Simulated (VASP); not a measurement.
A run of VASP 6.6.1 is set up as follows.

Contents of INCAR:

```
  PREC = Accurate
  ENCUT = 520
  EDIFF = 1E-8
  ISMEAR = -1
  SIGMA = 0.02
  LREAL = False
  LASPH = True
  NELM = 120
  ALGO = Normal
  ISIF = 2
  LWAVE = False
  LCHARG = False
  GGA = PE
  LEFG = True
  NBANDS = 82
  GGA_COMPAT = False
```

The input KPOINTS:

```
Automatic mesh
0
Gamma
  4 4 4
  0.5 0.5 0.5
```

Contents of POSCAR:

```
SiO2
1.0
    7.1600000000      0.0000000000      0.0000000000
    0.0000000000      7.1600000000      0.0000000000
    0.0000000000      0.0000000000      7.1600000000
Si O
8 16
Direct
    0.2807082848      0.2807082848      0.2807082848
    0.2192917152      0.7192917152      0.7807082848
    0.7807082848      0.2192917152      0.7192917152
    0.7192917152      0.7807082848      0.2192917152
    1.0205837200      1.0205837200      1.0205837200
    0.4794162800     -0.0205837200      0.5205837200
    0.5205837200      0.4794162800     -0.0205837200
   -0.0205837200      0.5205837200      0.4794162800
    0.1505389601      0.1505389601      0.1505389601
    0.3494610399      0.8494610399      0.6505389601
    0.6505389601      0.3494610399      0.8494610399
    0.8494610399      0.6505389601      0.3494610399
    0.6398190174      0.6615813758      0.0434329310
    0.8601809826      0.3384186242      0.5434329310
    0.1398190174      0.8384186242      0.9565670690
    0.3601809826      0.1615813758      0.4565670690
    0.0434329310      0.6398190174      0.6615813758
    0.5434329310      0.8601809826      0.3384186242
    0.9565670690      0.1398190174      0.8384186242
    0.4565670690      0.3601809826      0.1615813758
    0.6615813758      0.0434329310      0.6398190174
    0.3384186242      0.5434329310      0.8601809826
    0.8384186242      0.9565670690      0.1398190174
    0.1615813758      0.4565670690      0.3601809826
```

Potentials or basis: VASP PAW PBE potentials, release 64 (Si, O).

The run is started by

```console
$ cat potpaw_PBE.64/Si/POTCAR potpaw_PBE.64/O/POTCAR > POTCAR
$ mpirun -np 1 vasp_std > vasp.out
```

Question: Estimate the band gap on the k mesh.

Answer: 5.92 eV.

Question: What does it give for the pressure?

Answer: 0.9 GPa.

Question: Predict the largest force.

Answer: 0.018 eV/Å.

Electric field gradients, principal values (V/Å²):
```csv
atom,least,middle,greatest (by size)
1 Si,-2.048,-2.048,4.096
2 Si,-2.048,-2.048,4.096
3 Si,-2.048,-2.048,4.096
4 Si,-2.048,-2.048,4.096
5 Si,0.866,0.866,-1.733
6 Si,0.866,0.866,-1.733
7 Si,0.866,0.866,-1.733
8 Si,0.866,0.866,-1.733
9 O,-50.502,-50.502,101.004
10 O,-50.502,-50.502,101.004
11 O,-50.502,-50.502,101.004
12 O,-50.502,-50.502,101.004
13 O,-37.784,-54.909,92.693
14 O,-37.784,-54.909,92.693
15 O,-37.784,-54.909,92.693
16 O,-37.784,-54.909,92.693
17 O,-37.784,-54.909,92.693
18 O,-37.784,-54.909,92.693
19 O,-37.784,-54.909,92.693
20 O,-37.784,-54.909,92.693
21 O,-37.784,-54.909,92.693
22 O,-37.784,-54.909,92.693
23 O,-37.784,-54.909,92.693
24 O,-37.784,-54.909,92.693
```

Caveat: without QUAD_EFG the Cq values of the log hold for a quadrupole moment of 1 mb, not for the nuclei; a shifted mesh leaves out Γ, where band edges can lie. A k mesh can miss the band edges.
